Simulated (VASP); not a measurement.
The system is RbBr.

```xyz
2
Lattice="0.0000 3.7256 3.7256 3.7256 0.0000 3.7256 3.7256 3.7256 0.0000" Properties=species:S:1:pos:R:3 pbc="T T T"
Rb    0.0000    0.0000    0.0000
Br    1.8628    1.8628    1.8628
```

This cell differs from its parent crystal: strain -3.7%.

Base run:

- Program: VASP 6.6.1
- Functional: PBE
- Potentials or basis: VASP PAW PBE potentials, release 64 (Rb_sv, Br)
- Cutoff: 520 eV
- k mesh: 6 × 6 × 6
- Occupations: fermi-dirac, width 0.02 eV
- Spin: no spin polarisation

Its results: band gap on the k mesh 4.23 eV (least direct gap 4.38 eV); pressure 1.5 GPa.

Question: The run is repeated on the same cell with these changes: functional from PBE to r2SCAN; occupations from fermi-dirac, width 0.02 eV to gaussian, width 0.01 eV. What comes out?

Answer: Band gap on the k mesh 4.77 eV (least direct gap 4.91 eV); pressure 1.3 GPa.

Caveats: the structure was generated, so it needn't be the stable form of RbBr; the PAW data sets were made with another functional, which shifts forces and pressure a little (at least some runs).

A k mesh can miss the band edges.
